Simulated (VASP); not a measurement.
A run of VASP 6.6.1 is set up as follows.

Contents of INCAR:

```
SYSTEM = TaN
ALGO = Normal
EDIFF = 1E-6
ENCUT = 600
GGA = CA
GGA_COMPAT = .FALSE.
ISIF = 2
ISMEAR = 0
LASPH = .TRUE.
LCHARG = .FALSE.
LREAL = .FALSE.
LWAVE = .FALSE.
NBANDS = 16
NELM = 120
PREC = Accurate
SIGMA = 0.15
```

File KPOINTS:

```
k-points
0
G
  18 18 18
  0 0 0
```

The input POSCAR:

```
TaN
1.0
    0.0000000000      2.1557928146      2.1557928146
    2.1557928146      0.0000000000      2.1557928146
    2.1557928146      2.1557928146      0.0000000000
Ta N
1 1
Direct
    0.4989139126      0.5010860874      0.5010860874
    0.0140304995     -0.0140304995     -0.0140304995
```

Potentials or basis: VASP PAW LDA potentials, release 64 (Ta_sv_GW, N).

Command:

```bash
$ cat potpaw_LDA.64/Ta_sv_GW/POTCAR potpaw_LDA.64/N/POTCAR > POTCAR
$ mpirun -np 1 vasp_std > vasp.out
```

Q: Estimate the pressure.

A: 12.3 GPa.

Q: Estimate the band gap on the k mesh.

A: Zero (band 9 reaches 16.48 eV, above the bottom of band 10 at 12.29 eV).

Stress tensor (GPa, compression positive):
```
14.09  0.00  0.00
 0.00 11.45  0.00
 0.00  0.00 11.45
```

Caveat: spin-orbit coupling is left out, which moves the levels of the heavy elements.
